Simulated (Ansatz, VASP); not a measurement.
Ga3Bi2N3: VASP beside Ansatz

```
Ga Bi N
1.0
     2.63712    1.52254    6.26628
    -2.63712    1.52254    6.26628
     0.00000   -3.04508    6.26628
Ga Bi N
3 2 3
Direct
  0.50000 0.50000 0.50000
  0.09260 0.09260 0.09260
  0.90740 0.90740 0.90740
  0.75440 0.75440 0.75440
  0.24560 0.24560 0.24560
  0.50000 0.50000 0.00000
  0.00000 0.50000 0.50000
  0.50000 0.00000 0.50000
```

Change from the starting cell: species swapped into the K3Ag3As2 type (R-3m, No. 166).

Alike in both runs: task relaxation of cell and atoms; functional PBE; k mesh 3 × 3 × 3; occupations gaussian, width 0.15 eV; no spin polarisation.

|  | VASP | Ansatz |
| --- | --- | --- |
| version | VASP 6.6.1 | Ansatz 0.2.0 |
| potentials or method | VASP PAW PBE potentials, release 64 (Ga_d, Bi_d, N), cutoff 600 eV | scalar-relativistic, plane waves, PAW |
| valence electrons in the cell | 84 | 84 |

Ansatz gave:

- gap on the k mesh at the Fermi level, each at its own relaxed structure (eV): 0.45
- relaxed volume (Å³/atom): 24.35
- relaxed length of the cell vector where the two differ most in proportion (Å): 6.527

Problem. What did VASP give for the same quantities?

Solution. gap on the k mesh at the Fermi level, each at its own relaxed structure (eV): 0.43; relaxed volume (Å³/atom): 24.16; relaxed length of the cell vector where the two differ most in proportion (Å): 6.517.

The k mesh is coarse, so the values compare programs but aren't converged. Spin-orbit coupling is off throughout. Noted on VASP's run: the volume moved by over 15 % at a fixed basis, so the end points are rough.
